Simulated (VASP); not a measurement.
# Zr3SiW (P4/mmm) in VASP: single point with PBE

Aim: the single point of Zr3SiW with PBE.

All numbers are computed with VASP 6.6.1; they aren't measurements. Logs are shortened: lines on timing, memory, paths and dates and some standing lists are left out, and cuts for length are marked.

### 1 The cell of the first run

The structure is tetragonal, space group P4/mmm (No. 123). Conventional cell: a = 4.789 Å, b = 4.789 Å, c = 4.244 Å, α = 90.00°, β = 90.00°, γ = 90.00°. Zr (site symmetry mmm) has 2 W at 2.39 Å and 4 Zr at 3.20 Å and 4 Si at 3.20 Å within 3.2 Å. Zr (site symmetry 4/mmm) has 2 W at 2.12 Å within 2.8 Å. Within 4.2 Å of Si (site symmetry 4/mmm) lie 12 Zr at 3.20 to 3.39 Å and 8 W at 4.00 Å. Within 2.8 Å of W (site symmetry 4/mmm) lie 6 Zr at 2.12 to 2.39 Å.

### 2 Single point, PBE

File INCAR:

```
SYSTEM = Zr3SiW
PREC = Accurate
ENCUT = 520
EDIFF = 1E-6
ISMEAR = 0
SIGMA = 0.1
LREAL = .FALSE.
LASPH = .TRUE.
NELM = 80
ALGO = Fast
ISIF = 2
LWAVE = .FALSE.
LCHARG = .FALSE.
GGA = PE
NBANDS = 35
```

File KPOINTS:

```
Automatic mesh
0
G
  4 4 4
  0 0 0
```

File POSCAR:

```
Zr3SiW
1.0
    4.7890043500      0.0000000000      0.0000000000
    0.0000000000      4.7890043500      0.0000000000
    0.0000000000      0.0000000000      4.2444801900
Zr Si W
3 1 1
Direct
    0.0000000000      0.5000000000      0.5000000000
    0.5000000000      0.0000000000      0.5000000000
    0.5000000000      0.5000000000      0.0000000000
    0.0000000000      0.0000000000      0.0000000000
    0.5000000000      0.5000000000      0.5000000000
```

Potentials or basis: VASP PAW PBE potentials, release 64 (Zr_sv, Si, W_sv).

On the command line:

```
> cat potpaw_PBE.64/Zr_sv/POTCAR potpaw_PBE.64/Si/POTCAR potpaw_PBE.64/W_sv/POTCAR > POTCAR
> mpirun -np 1 vasp_std > vasp.out
```

OUTCAR:

```text
SYSTEM = Zr3SiW
   PREC = Accurate
   ENCUT = 520
   EDIFF = 1E-6
   ISMEAR = 0
   LREAL = .FALSE.
   LASPH = .TRUE.
   NELM = 80
   ISIF = 2
   GGA = PE

 ion  position               nearest neighbor table
   1  0.000  0.500  0.500-   5 2.39   5 2.39   3 3.20   3 3.20   4 3.20   4 3.20   4 3.20   3 3.20
                             4 3.20   3 3.20   2 3.39   2 3.39   2 3.39   2 3.39
   2  0.500  0.000  0.500-   5 2.39   5 2.39   3 3.20   3 3.20   4 3.20   3 3.20   4 3.20   3 3.20
                             4 3.20   4 3.20   1 3.39   1 3.39   1 3.39   1 3.39
   3  0.500  0.500  0.000-   5 2.12   5 2.12   1 3.20   1 3.20   2 3.20   2 3.20   2 3.20   2 3.20
                             1 3.20   1 3.20   4 3.39   4 3.39   4 3.39   4 3.39
   4  0.000  0.000  0.000-   1 3.20   2 3.20   1 3.20   2 3.20   1 3.20   1 3.20   2 3.20   2 3.20
                             3 3.39   3 3.39   3 3.39   3 3.39
   5  0.500  0.500  0.500-   3 2.12   3 2.12   1 2.39   2 2.39   2 2.39   1 2.39

  LATTYP: Found a simple tetragonal cell.
 ALAT       =     4.7890043500
 C/A-ratio  =     0.8862970003

  Lattice vectors:

 A1 = (   4.7890043500,   0.0000000000,   0.0000000000)
 A2 = (   0.0000000000,   4.7890043500,   0.0000000000)
 A3 = (   0.0000000000,   0.0000000000,   4.2444801900)

Analysis of symmetry for initial positions (statically):
=====================================================================
 Subroutine PRICEL returns:
 Original cell was already a primitive cell.

 Routine SETGRP: Setting up the symmetry group for a
 simple tetragonal supercell.

 Subroutine GETGRP returns: Found 16 space group operations
 (whereof 16 operations were pure point group operations)
 out of a pool of 16 trial point group operations.

The static configuration has the point symmetry D_4h.

Analysis of symmetry for dynamics (positions and initial velocities):
=====================================================================
 Subroutine PRICEL returns:
 Original cell was already a primitive cell.

 Routine SETGRP: Setting up the symmetry group for a
 simple tetragonal supercell.

 Subroutine GETGRP returns: Found 16 space group operations
 (whereof 16 operations were pure point group operations)
 out of a pool of 16 trial point group operations.

The dynamic configuration has the point symmetry D_4h.

 Subroutine INISYM returns: Found 16 space group operations
 (whereof 16 operations are pure point group operations),
 and found     1 'primitive' translations

----------------------------------------------------------------------------------------

                                     Primitive cell

  volume of cell :      97.3453

  direct lattice vectors                    reciprocal lattice vectors
     4.789004350  0.000000000  0.000000000     0.208811671  0.000000000  0.000000000
     0.000000000  4.789004350  0.000000000     0.000000000  0.208811671  0.000000000
     0.000000000  0.000000000  4.244480190     0.000000000  0.000000000  0.235600110

  length of vectors
     4.789004350  4.789004350  4.244480190     0.208811671  0.208811671  0.235600110

  position of ions in fractional coordinates (direct lattice)
     0.000000000  0.500000000  0.500000000
     0.500000000  0.000000000  0.500000000
     0.500000000  0.500000000  0.000000000
     0.000000000  0.000000000  0.000000000
     0.500000000  0.500000000  0.500000000

  ion indices of the primitive-cell ions
   primitive index   ion index
                 1           1
                 2           2
                 3           3
                 4           4
                 5           5

----------------------------------------------------------------------------------------

 KPOINTS: Automatic mesh

Automatic generation of k-mesh.
 Grid dimensions read from file:
 generate k-points for:    4    4    4

 Generating k-lattice:

  Cartesian coordinates                     Fractional coordinates (reciprocal lattice)
     0.052202918  0.000000000  0.000000000     0.250000000  0.000000000  0.000000000
     0.000000000  0.052202918  0.000000000     0.000000000  0.250000000  0.000000000
     0.000000000  0.000000000  0.058900028     0.000000000  0.000000000  0.250000000

  Length of vectors
     0.052202918  0.052202918  0.058900028

  Shift w.r.t. Gamma in fractional coordinates (k-lattice)
     0.000000000  0.000000000  0.000000000

 Subroutine IBZKPT returns following result:
 ===========================================

 Found     18 irreducible k-points:

 Following reciprocal coordinates:
            Coordinates               Weight
  0.000000  0.000000  0.000000      1.000000
  0.250000  0.000000  0.000000      4.000000
  0.500000  0.000000  0.000000      2.000000
  0.250000  0.250000  0.000000      4.000000
  0.500000  0.250000  0.000000      4.000000
  0.500000  0.500000  0.000000      1.000000
[... 10 lines left out ...]
  0.500000  0.250000  0.500000      4.000000
  0.500000  0.500000  0.500000      1.000000
   k-points           NKPTS =     18   k-points in BZ     NKDIM =     18   number of bands    NBANDS=     35
   number of dos      NEDOS =    301   number of ions     NIONS =      5
   total plane-waves  NPLWV =  41472
   dimension x,y,z NGX =    36 NGY =   36 NGZ =   32
   dimension x,y,z NGXF=    72 NGYF=   72 NGZF=   64
   ions per type =               3   1   1
   NGX,Y,Z   is equivalent  to a cutoff of  12.50, 12.50, 12.53 a.u.
   NGXF,Y,Z  is equivalent  to a cutoff of  24.99, 24.99, 25.07 a.u.
 SYSTEM =  Zr3SiW
   PREC   = accura    normal or accurate (medium, high low for compatibility)
   ISTART =      0    job   : 0-new  1-cont  2-samecut
   ICHARG =      2    charge: 1-file 2-atom 10-const
   ISPIN  =      1    spin polarized calculation?
   LNONCOLLINEAR =      F non collinear calculations
   LSORBIT =      F    spin-orbit coupling
   LASPH  =      T    aspherical Exc in radial PAW
   ENCUT  =  520.0 eV  38.22 Ry    6.18 a.u.   8.90  8.90  7.89*2*pi/ulx,y,z
   NELM   =     80;   NELMIN=  2; NELMDL= -5     # of ELM steps
   EDIFF  = 0.1E-05   stopping-criterion for ELM
   LREAL  =      F    real-space projection
   EDIFFG = 0.1E-04   stopping-criterion for IOM
   NSW    =      0    number of steps for IOM
   IBRION =     -1    ionic relax: 0-MD 1-quasi-New 2-CG
   NFREE  =      0    steps in history (QN), initial steepest desc. (CG)
   ISIF   =      2    stress and relaxation
   ISYM   =      2    0-nonsym 1-usesym 2-fastsym
   POTIM  = 0.5000    time-step for ionic-motion
   TEBEG  =    0.0;   TEEND  =   0.0 temperature during run
   PSTRESS=    0.0 pullay stress
   NELECT =      54.0000    total number of electrons
   NUPDOWN=      -1.0000    fix difference up-down
   EMIN   =  10.00;   EMAX   =-10.00  energy-range for DOS
   EFERMI =   0.00;   METHOD = LEGACY
   ISMEAR =     0;   SIGMA  =   0.10  broadening in eV -4-tet -1-fermi 0-gaus
   EFERMI_NEDOS =   21; number of points for ismear=-14 and -15
   IALGO  =     68    algorithm
   IMIX   =      4    mixing-type and parameters
     AMIX     =   0.40;   BMIX     =  1.00
     AMIX_MAG =   1.60;   BMIX_MAG =  1.00
  volume/ion in A,a.u.               =      19.47       131.38
  Fermi-wavevector in a.u.,A,eV,Ry     =   1.345141  2.541948 24.618434  1.809404
  Thomas-Fermi vector in A             =   2.473078
   LORBIT       =      0    0 simple, 1 ext, 2 COOP (PROOUT), +10 PAW based schemes
   GGA     = PE    functional components
   LHFCALC =     F    Hartree Fock is set to
   AEXX    =    0.0000 exact exchange contribution
   IVDW    =     0    specifies the selected vdW correction
   LEPSILON=     F    determine dielectric tensor
   LRPA    =     F    only Hartree local field effects (RPA)
 non-spin polarized calculation
 RMM-DIIS sequential band-by-band and
 Gauss-broadening in eV      SIGMA  =   0.10
  energy-cutoff  :      520.00
  volume of cell :       97.35
 maximum number of plane-waves:      2644
 NGX is ok and might be reduce to    36
   NGX = 17   NGY = 17   NGZ = 15

 number of electron      53.9999996 magnetization

 Free energy of the ion-electron system (eV)
  ---------------------------------------------------
  ext. energy  EPLUGINS =         0.00000000
  ---------------------------------------------------
  free energy    TOTEN  =       -35.77128138 eV

  energy without entropy =      -35.73936246  energy(sigma->0) =      -35.75532192

 E-fermi :   9.4391     XC(G=0): -11.4000

 val. band max:        9.4325646110   @ k =   0.2500   0.2500   0.5000
 cond. band min:       9.4409379769   @ k =   0.2500   0.2500   0.2500
 fundamental gap:      0.0083733659
 Fermi energy:         9.4391069018

 k-point     1 :       0.0000    0.0000    0.0000
  band No.  band energies     occupation
      1     -63.4662      2.00000
      2     -39.2321      2.00000
      3     -39.1924      2.00000
      4     -38.6278      2.00000
      5     -29.4135      2.00000
      6     -28.3310      2.00000
[... 27 lines left out ...]
     34      13.9449      0.00000
     35      13.9464      0.00000

 k-point     2 :       0.2500    0.0000    0.0000
  band No.  band energies     occupation
      1     -63.4661      2.00000
      2     -39.2378      2.00000
      3     -39.2046      2.00000
      4     -38.6286      2.00000
      5     -29.4124      2.00000
      6     -28.3298      2.00000
[... 27 lines left out ...]
     34      12.9086      0.00000
     35      13.2384      0.00000

 k-point     3 :       0.5000    0.0000    0.0000
  band No.  band energies     occupation
      1     -63.4660      2.00000
      2     -39.2480      2.00000
      3     -39.2122      2.00000
      4     -38.6293      2.00000
      5     -29.4114      2.00000
      6     -28.3287      2.00000
[... 27 lines left out ...]
     34      12.6495      0.00000
     35      13.5178      0.00000
[... 495 lines left out ...]
 k-point    17 :       0.5000    0.2500    0.5000
  band No.  band energies     occupation
      1     -63.4643      2.00000
      2     -39.2467      2.00000
      3     -39.2282      2.00000
      4     -38.9120      2.00000
      5     -28.1877      2.00000
      6     -28.1625      2.00000
[... 27 lines left out ...]
     34      12.2953      0.00000
     35      12.9238      0.00000

 k-point    18 :       0.5000    0.5000    0.5000
  band No.  band energies     occupation
      1     -63.4643      2.00000
      2     -39.2466      2.00000
      3     -39.2466      2.00000
      4     -38.9119      2.00000
      5     -28.1616      2.00000
      6     -28.0576      2.00000
[... 27 lines left out ...]
     34      11.3774      0.00000
     35      13.6188      0.00000

------------------------ aborting loop because EDIFF is reached ----------------------------------------

  FORCE on cell =-STRESS in cart. coord.  units (eV):
  Direction    XX          YY          ZZ          XY          YZ          ZX
  --------------------------------------------------------------------------------------
  -------------------------------------------------------------------------------------
  Total       14.8380085     14.8380085     43.7774982      0.0000000      0.0000000      0.0000000
  in kB      244.2143753    244.2143753    720.5208415      0.0000000      0.0000000      0.0000000
  external PRESSURE =     402.9831974 kB  Pullay stress =       0.0000000 kB

 VOLUME and BASIS-vectors are now :
 -----------------------------------------------------------------------------
  energy-cutoff  :      520.00
  volume of cell :       97.35
      direct lattice vectors                 reciprocal lattice vectors
     4.789004350  0.000000000  0.000000000     0.208811671  0.000000000  0.000000000
     0.000000000  4.789004350  0.000000000     0.000000000  0.208811671  0.000000000
     0.000000000  0.000000000  4.244480190     0.000000000  0.000000000  0.235600110

 POSITION                                       TOTAL-FORCE (eV/Angst)
 -----------------------------------------------------------------------------------
      0.00000      2.39450      2.12224         0.000000      0.000000      0.000000
      2.39450      0.00000      2.12224         0.000000      0.000000      0.000000
      2.39450      2.39450      0.00000         0.000000      0.000000      0.000000
      0.00000      0.00000      0.00000         0.000000      0.000000      0.000000
      2.39450      2.39450      2.12224         0.000000      0.000000      0.000000
 -----------------------------------------------------------------------------------
    total drift:                                0.000000      0.000000      0.000000

  FREE ENERGIE OF THE ION-ELECTRON SYSTEM (eV)
  ---------------------------------------------------
  free  energy   TOTEN  =       -35.7712813786 eV

  energy  without entropy=      -35.7393624552  energy(sigma->0) =      -35.75532192
```

Wall time 2.1 min (1 thread of Intel Xeon Platinum 8259CL at 2.50GHz (Skylake/Cascade Lake), shared host); peak memory 0.23 GiB.

What came out:

| Property | Result |
| --- | --- |
| Free energy | -35.7713 eV |
| Pressure | 40.3 GPa |
| Band gap on the k mesh | zero (band 27 reaches 9.57 eV, above the bottom of band 28 at 9.07 eV) |

Caveat: the k points lie up to 0.37 Å⁻¹ apart; spin-orbit coupling is left out, which moves the levels of the heavy elements.
